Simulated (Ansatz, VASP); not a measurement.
One calculation of MgO, two programs

```
CELL_PARAMETERS angstrom
0.00000 2.10419 2.10419
2.10419 0.00000 2.10419
2.10419 2.10419 0.00000
ATOMIC_POSITIONS crystal
Mg 0.00000 0.00000 0.00000
O 0.50000 0.50000 0.50000
```

Alike in both runs: task single point; functional PBE; dispersion D3(BJ); k mesh 10 × 10 × 10; occupations gaussian, width 0.02 eV; no spin polarisation.

|  | VASP | Ansatz |
| --- | --- | --- |
| version | VASP 6.6.1 | Ansatz 0.2.0 |
| potentials or method | VASP PAW PBE potentials, release 64 (Mg, O), cutoff 600 eV | scalar-relativistic, plane waves, PAW |
| valence electrons in the cell | 8 | 16 |

Ansatz gave:

```
gap on the k mesh at the Fermi level (eV) : 4.77
least direct gap on the mesh (eV)         : 4.77
pressure (GPa)                            : 0.0
```

Problem. What did VASP give for the same quantities?

Solution. gap on the k mesh at the Fermi level (eV): 4.75; least direct gap on the mesh (eV): 4.75; pressure (GPa): -1.1.

VASP's potentials hold 8 valence electrons a cell and Ansatz's 16, so a difference there can come from the potentials and not from the codes.
